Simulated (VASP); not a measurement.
Here is a VASP 6.6.1 calculation.

INCAR

```
PREC = Accurate
ENCUT = 600
EDIFF = 1E-6
ISMEAR = -1
SIGMA = 0.1
LREAL = F
LASPH = T
NELM = 60
ALGO = Normal
ISIF = 3
LWAVE = F
LCHARG = F
GGA = PS
IBRION = 2
NSW = 100
EDIFFG = -0.002
```

File KPOINTS:

```
regular mesh
0
Gamma
  10 10 10
```

Contents of POSCAR:

```
Sn
1.0
    0.0000000000      3.2333428000      3.2333428000
    3.2333428000      0.0000000000      3.2333428000
    3.2333428000      3.2333428000      0.0000000000
Sn
2
Direct
    0.5000000000      0.5000000000      0.5000000000
    0.7500000000      0.7500000000      0.7500000000
```

Potentials or basis: VASP PAW PBE potentials, release 64 (Sn_d).

Launch:

```bash
$ cat potpaw_PBE.64/Sn_d/POTCAR > POTCAR
$ mpirun -np 1 vasp_std > vasp.out
```

Question: Predict the relaxed cell.

Answer: a = 4.625 Å, b = 4.625 Å, c = 4.625 Å, α = 60.00°, β = 60.00°, γ = 60.00°.

Question: Predict the relaxed volume.

Answer: 34.97 Å³/atom.

Question: Predict the band gap on the k mesh.

Answer: Zero (bands 14 and 15 overlap by 0.19 eV).

Final structure:
```
Sn
1.0
     0.00000    3.27009    3.27009
     3.27009    0.00000    3.27009
     3.27009    3.27009    0.00000
Sn
2
Direct
  0.50000 0.50000 0.50000
  0.75000 0.75000 0.75000
```

Caveat: the PAW data sets were made with another functional, which shifts forces and pressure a little; spin-orbit coupling is left out, which moves the levels of the heavy elements. Zero-point motion and thermal expansion aren't in these numbers.
